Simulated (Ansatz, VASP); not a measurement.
SrCl2 in VASP and in Ansatz

```
Sr Cl
1.0
     0.00000    3.50858    3.50858
     3.50858    0.00000    3.50858
     3.50858    3.50858    0.00000
Sr Cl
1 2
Direct
  0.00000 0.00000 0.00000
  0.25000 0.25000 0.25000
  0.75000 0.75000 0.75000
```

Change from the starting cell: volume scaled by 1.02.

Alike in both runs: task single point; functional LDA; k mesh 8 × 8 × 8; occupations fermi-dirac, width 0.01 eV; no spin polarisation.

|  | VASP | Ansatz |
| --- | --- | --- |
| version | VASP 6.6.1 | Ansatz 0.2.0 |
| potentials or method | VASP PAW LDA potentials, release 64 (Sr_sv, Cl), cutoff 520 eV | all-electron LAPW, scalar-relativistic |

Ansatz gave:

* gap on the k mesh at the Fermi level (eV): 4.82
* pressure (GPa): -3.4

Task: Estimate VASP's values.

Result: gap on the k mesh at the Fermi level (eV): 4.82; pressure (GPa): -3.3.

LDA's correlation is that of Perdew and Zunger in VASP and of Perdew and Wang (1992) in Ansatz. Ansatz ran all-electron here, and VASP with PAW potentials.
